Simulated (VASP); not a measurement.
## Mg: single point with r2SCAN

Crystal: Mg.

```
CELL_PARAMETERS angstrom
3.35827 0.00000 0.00000
-1.67914 2.90835 0.00000
0.00000 0.00000 4.81009
ATOMIC_POSITIONS crystal
Mg 0.33333 0.66667 0.25000
Mg 0.66667 0.33333 0.75000
```

```json
{"Program": "VASP 6.6.1", "Task": "single point", "Functional": "r2SCAN", "Potentials or basis": "VASP PAW PBE potentials, release 64 (Mg)", "Cutoff": "520 eV", "k mesh": "12 × 12 × 7", "Occupations": "gaussian, width 0.1 eV", "Spin": "no spin polarisation", "Dipole correction": "no", "Further INCAR settings": "ALGO = Normal; EDIFF = 1e-07; NBANDS = 9"}
```

```
Pressure               : -1.2 GPa
Band gap on the k mesh : zero (bands 2 and 3 overlap by 2.12 eV)
```

Stress tensor (GPa, compression positive):
```
-3.26  0.00  0.00
 0.00 -3.26  0.00
 0.00  0.00  2.85
```

Levels at points of the mesh, in eV from the Fermi level:
```
           k point  band 1  band 2  band 3  band 4  band 5
(0.00, 0.00, 0.00)   -7.28   -1.05    0.05   10.01   10.01
(0.50, 0.00, 0.00)   -2.63   -2.63    3.10    3.53    4.39
```

Wall time 4.4 min on 1 thread of Intel Xeon 8259CL (shared host), peak memory 0.19 GiB.

Caveat: the PAW data sets were made with another functional, which shifts forces and pressure a little.
